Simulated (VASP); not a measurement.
A run of VASP 6.6.1 is set up as follows.

File INCAR:

```
SYSTEM = AlCo
PREC = Accurate ; ENCUT = 520
EDIFF = 1E-7 ; ISMEAR = 0
SIGMA = 0.05 ; LREAL = Auto
LASPH = .True. ; NELM = 100
ALGO = Normal ; ISIF = 2
LWAVE = .False. ; LCHARG = .True.
GGA = PS ; LELF = .True.
LVHAR = .True. ; NBANDS = 62
```

The input KPOINTS:

```
Automatic mesh
0
Gamma
  1 1 11
  0 0 0
```

Contents of POSCAR:

```
AlCo
1.0
   13.6000000000      0.0000000000      0.0000000000
    0.0000000000     13.3000000000      0.0000000000
    0.0000000000      0.0000000000      4.8888615574
Al Co
8 8
Direct
    0.3305418059      0.3499346336      0.0000000000
    0.3305418059      0.6500653664      0.0000000000
    0.5847290970      0.5000000000      0.0000000000
    0.5000000000      0.3499346336      0.3333333333
    0.5000000000      0.6500653664      0.3333333333
    0.4152709030      0.5000000000      0.6666666667
    0.6694581941      0.3499346336      0.6666666667
    0.6694581941      0.6500653664      0.6666666667
    0.4152709030      0.5000000000      0.1666666667
    0.3305418059      0.3499346336      0.5000000000
    0.3305418059      0.6500653664      0.5000000000
    0.6694581941      0.3499346336      0.1666666667
    0.6694581941      0.6500653664      0.1666666667
    0.5847290970      0.5000000000      0.5000000000
    0.5000000000      0.3499346336      0.8333333333
    0.5000000000      0.6500653664      0.8333333333
```

Potentials or basis: VASP PAW PBE potentials, release 64 (Al, Co).

Command:

```console
$ cat potpaw_PBE.64/Al/POTCAR potpaw_PBE.64/Co/POTCAR > POTCAR
$ mpirun -np 1 vasp_std > vasp.out
```

Problem. Predict the largest force.

Solution. 1.582 eV/Å.

Problem. Predict the band gap on the k mesh.

Solution. Zero (bands 48 and 49 overlap by 0.12 eV).

Forces in eV/Å, atoms in the order of the input:
```
Al   0.428  0.217 -0.023
Al   0.428 -0.217 -0.023
Al   0.553  0.000  0.096
Al   0.000 -0.574  0.000
Al   0.000  0.574  0.000
Al  -0.553  0.000 -0.096
Al  -0.428  0.217  0.023
Al  -0.428 -0.217  0.023
Co  -0.830  0.000  0.354
Co   1.382  0.768 -0.056
Co   1.382 -0.768 -0.056
Co  -1.382  0.768  0.056
Co  -1.382 -0.768  0.056
Co   0.830  0.000 -0.354
Co   0.000  0.517  0.000
Co   0.000 -0.517  0.000
```

Caveat: the PAW data sets were made with another functional, which shifts forces and pressure a little; the run has no spin polarisation, though such a crystal can be magnetic. Spin polarisation is off, so any magnetic state and its effect on volume and gap are missing.
